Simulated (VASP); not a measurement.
**Si3N: single point with PBE+D3(BJ)**

The system is Si3N, a slab with vacuum.

```xyz
8
Lattice="3.8333 0.0000 0.0000 0.0000 5.4212 0.0000 0.0000 0.0000 22.4878" Properties=species:S:1:pos:R:3 pbc="T T T"
Si    1.9167    0.0000    4.0000
Si    0.0000    1.3553    4.0000
Si    0.0000    2.7316    5.8663
Si    1.9167    4.0448    5.8663
Si    1.9167    0.0466    7.6878
Si    0.0000    1.3087    7.6878
N     3.1945    1.8537   11.3878
N     3.1945    1.8537   12.4878
```

```json
{"Program": "VASP 6.6.1", "Task": "single point", "Functional": "PBE", "Dispersion": "D3(BJ)", "Potentials or basis": "VASP PAW PBE potentials, release 64 (Si, N)", "Cutoff": "520 eV", "k mesh": "7 × 5 × 1", "Occupations": "gaussian, width 0.05 eV", "Spin": "no spin polarisation", "Dipole correction": "yes", "Further INCAR settings": "ALGO = Normal; EDIFF = 1e-06; NBANDS = 27"}
```

```yaml
Largest_force: 2.123 eV/Å
Band_gap_on_the_k_mesh: zero (bands 17 and 18 overlap by 0.29 eV)
Dispersion_energy_per_atom: -0.201 eV
```

Forces in eV/Å, atoms in the order of the input:
```
Si   0.002  0.557 -0.051
Si  -0.002 -0.557 -0.051
Si   0.001 -0.082 -0.001
Si   0.000  0.092 -0.001
Si  -0.002 -0.005  0.082
Si   0.006 -0.007  0.028
N   -0.010  0.002 -2.123
N    0.004 -0.001  2.117
```

Levels at points of the mesh, in eV from the Fermi level:
```
           k point  band 15  band 16  band 17  band 18  band 19  band 20
(0.00, 0.00, 0.00)    -0.71    -0.41    -0.30     0.26     1.18     2.09
```

Run time: 11 min on 1 thread of Intel Xeon 8259CL (shared host), peak memory 0.57 GiB.

Caveat: the standard files for N, O and F lose accuracy on very short bonds.
